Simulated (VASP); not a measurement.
Input of a VASP 6.6.1 run:

File INCAR:

```
  PREC = Accurate
  ENCUT = 520
  EDIFF = 1E-6
  ISMEAR = 0
  SIGMA = 0.15
  LREAL = F
  LASPH = T
  NELM = 60
  ALGO = Normal
  ISIF = 2
  LWAVE = F
  LCHARG = T
  GGA = CA
  LELF = T
  LVHAR = T
  NBANDS = 12
```

File KPOINTS:

```
regular mesh
0
Gamma
  24 24 24
```

File POSCAR:

```
Cu
1.0
   -1.3526262129      1.3526262129      1.4336485231
    1.3526262129     -1.3526262129      1.4336485231
    1.3526262129      1.3526262129     -1.4336485231
Cu
1
Direct
    0.0000000000      0.0000000000      0.0000000000
```

Potentials or basis: VASP PAW LDA potentials, release 64 (Cu).

Launch:

```console
$ cat potpaw_LDA.64/Cu/POTCAR > POTCAR
$ mpirun -np 1 vasp_std > vasp.out
```

**Question.** Estimate the band gap on the k mesh.

**Answer.** Zero (an odd number of electrons rules out a gap without spin polarisation).

**Question.** Estimate the pressure.

**Answer.** 9.3 GPa.

Stress tensor (GPa, compression positive):
```
 8.88  0.00  0.00
 0.00  8.88  0.00
 0.00  0.00 10.04
```

Caveat: the cell stands under pressure.
